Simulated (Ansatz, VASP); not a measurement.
Zr2B in VASP and in Ansatz

```
Zr B
1.0
     5.63234    0.00000    0.00000
     0.00000    5.70240    0.00000
     0.00000    0.00000    3.48401
Zr B
4 2
Direct
  0.25789 0.33601 0.00000
  0.74211 0.66399 0.00000
  0.75789 0.16399 0.50000
  0.24211 0.83601 0.50000
  0.00000 0.00000 0.00000
  0.50000 0.50000 0.50000
```

Alike in both runs: functional r2SCAN; k mesh 4 × 4 × 6; occupations gaussian, width 0.1 eV; no spin polarisation.

Ansatz relaxed the structure, and its values are those at the end. VASP's run is a single point on that final structure, the one shown.

```csv
,VASP,Ansatz
version,VASP 6.6.1,Ansatz 0.2.0
potentials or method,"VASP PAW PBE potentials, release 64 (Zr_sv, B), cutoff 520 eV","scalar-relativistic, plane waves, PAW"
valence electrons in the cell,54,54
```

```csv
,VASP,Ansatz,Ansatz less VASP
gap on the k mesh at the Fermi level (eV),none,none,-
pressure (GPa),0.2,0.1,-0.05
```

VASP's potentials were made for PBE, not for r2SCAN. A gap of «none» marks a metal or a gap that the smearing closes. The functional is the same, so the differences come from potentials, cutoffs and numerics.
